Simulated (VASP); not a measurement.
Set up this calculation in VASP 6.6.1, as the native input.

```
Task                               : single point
Functional                         : HSE06
Potentials or basis                : VASP PAW PBE potentials, release 64 (Zn, Se)
Cutoff                             : 520 eV
k mesh                             : 4 × 4 × 4
Occupations                        : gaussian, width 0.01 eV
Spin                               : no spin polarisation
Dipole correction                  : no
Grid for exact exchange (PRECFOCK) : Normal
Further INCAR settings             : ALGO = Normal; EDIFF = 1e-06; NBANDS = 16
Screening parameter                : 0.2079 1/Å
```

Crystal: ZnSe.

```
Zn Se
1.0
     0.00000    2.83242    2.83242
     2.83242    0.00000    2.83242
     2.83242    2.83242    0.00000
Zn Se
1 1
Cartesian
  0.0000 0.0000 0.0000
  1.4162 1.4162 1.4162
```

These files were run (other wordings do the same):

POSCAR

```
ZnSe
1.0
    0.0000000000      2.8324206848      2.8324206848
    2.8324206848      0.0000000000      2.8324206848
    2.8324206848      2.8324206848      0.0000000000
Zn Se
1 1
Direct
    0.0000000000      0.0000000000      0.0000000000
    0.2500000000      0.2500000000      0.2500000000
```

INCAR.step1

```
SYSTEM = ZnSe
PREC = Accurate
ENCUT = 520
EDIFF = 1E-5
ISMEAR = 0
SIGMA = 0.01
LREAL = .FALSE.
LASPH = .TRUE.
NELM = 60
ALGO = Normal
ISIF = 2
LWAVE = .TRUE.
LCHARG = .FALSE.
GGA = PE
NBANDS = 16
```

INCAR.step2

```
SYSTEM = ZnSe
PREC = Accurate
ENCUT = 520
EDIFF = 1E-6
ISMEAR = 0
SIGMA = 0.01
LREAL = .FALSE.
LASPH = .TRUE.
NELM = 60
ALGO = Normal
ISIF = 2
LWAVE = .FALSE.
LCHARG = .FALSE.
GGA = PE
LHFCALC = .TRUE.
HFSCREEN = 0.2079
PRECFOCK = Normal
ISTART = 1
NBANDS = 16
```

KPOINTS

```
regular mesh
0
G
  4 4 4
  0 0 0
```

Potentials or basis: VASP PAW PBE potentials, release 64 (Zn, Se).

The run is started by

```sh
$ cat potpaw_PBE.64/Zn/POTCAR potpaw_PBE.64/Se/POTCAR > POTCAR
$ cp INCAR.step1 INCAR
$ mpirun -np 1 vasp_std > vasp.out
$ cp INCAR.step2 INCAR
$ mpirun -np 1 vasp_std > vasp.out
```

It gave:

| Quantity | Value |
| --- | --- |
| Pressure | 1.5 GPa |
| Band gap on the k mesh | 2.43 eV, direct |

Caveat: the k points lie up to 0.48 Å⁻¹ apart; the PAW data sets were made with another functional, which shifts forces and pressure a little.

Wall time 4.4 min on 1 thread of AMD EPYC 9R45 96-Core Processor (Zen 5) (shared host), peak memory 0.24 GiB.
